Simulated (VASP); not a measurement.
**CuO: single point with PBE**

CuO:

```xyz
4
Lattice="2.0810 -2.0823 0.1631 2.0810 2.0823 0.1631 -0.4030 0.0000 5.1360" Properties=species:S:1:pos:R:3 pbc="T T T"
Cu    1.0405    1.0411    0.0816
Cu    0.8390   -1.0411    2.6496
O     1.9803   -0.0001    1.4472
O     1.7788    0.0001    4.0152
```

- Program: VASP 6.6.1
- Task: single point
- Functional: PBE
- Potentials or basis: VASP PAW PBE potentials, release 64 (Cu, O)
- Cutoff: 520 eV
- k mesh: 12 × 12 × 8
- Occupations: gaussian, width 0.05 eV
- Spin: no spin polarisation

```
Pressure               : 0.7 GPa
Band gap on the k mesh : zero (bands 17 and 18 overlap by 1.18 eV)
```

Stress tensor (GPa, compression positive):
```
 0.51  0.00 -0.03
 0.00  0.54  0.00
-0.03  0.00  0.92
```

Levels at points of the mesh, in eV from the Fermi level:
```tsv
k point	band 14	band 15	band 16	band 17	band 18	band 19	band 20	band 21
(0.00, 0.00, 0.00)	-2.36	-2.27	-1.89	0.66	0.67	1.38	6.08	7.25
(0.50, 0.00, 0.00)	-1.88	-1.57	-1.49	0.21	0.46	3.75	5.82	6.41
(0.50, 0.50, 0.00)	-2.34	-1.61	-1.21	-1.20	1.11	2.16	7.20	9.76
(0.00, 0.00, 0.50)	-2.26	-1.55	-1.55	0.11	0.11	3.45	3.45	11.60
(0.50, 0.00, 0.50)	-2.33	-2.01	-1.82	-0.19	0.66	4.33	5.84	8.25
(0.50, 0.50, 0.50)	-1.89	-1.42	-1.42	-0.52	-0.52	4.01	4.01	10.37
```

Wall time 7.6 min on 1 thread of Intel Xeon 8259CL, with other jobs on the host, peak memory 0.39 GiB.

Caveat: semilocal functionals often make such compounds metallic where correlation or magnetic order opens a gap, which also shifts bond lengths. With open d or f shells a metallic result of PBE can be an artefact of self-interaction; +U or a hybrid may open a gap.
